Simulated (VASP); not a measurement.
A run of VASP 6.6.1:

Contents of INCAR:

```
SYSTEM = YMg2O2
PREC = Accurate
ENCUT = 520
EDIFF = 1E-7
ISMEAR = 0
SIGMA = 0.1
LREAL = .FALSE.
LASPH = .TRUE.
NELM = 100
ALGO = Normal
ISIF = 2
LWAVE = .FALSE.
LCHARG = .FALSE.
GGA = PE
NBANDS = 22
```

Contents of KPOINTS:

```
Automatic mesh
0
G
  6 6 2
  0 0 0
```

File POSCAR:

```
YMg2O2
1.0
    3.3972738100      0.0000000000      0.0000000000
   -1.6986369100      2.9421254200      0.0000000000
    0.0000000000      0.0000000000      8.1187838700
Y Mg O
1 2 2
Direct
    0.0000000000      0.0000000000      0.0000000000
    0.3333333300      0.6666666700      0.8393404500
    0.6666666700      0.3333333300      0.1606595500
    0.6666666700      0.3333333300      0.6563972800
    0.3333333300      0.6666666700      0.3436027200
```

Potentials or basis: VASP PAW PBE potentials, release 64 (Y_sv, Mg, O).

The run is started by

```bash
$ cat potpaw_PBE.64/Y_sv/POTCAR potpaw_PBE.64/Mg/POTCAR potpaw_PBE.64/O/POTCAR > POTCAR
$ mpirun -np 1 vasp_std > vasp.out
```

Hardware: 1 thread of Intel Xeon 8259CL, on a shared host.

Q: How long does it take, and how much memory?

A: Run time: 88 s on 1 thread of Intel Xeon 8259CL (shared host), peak memory 0.23 GiB. Counts: scf iterations 20, k points 14.
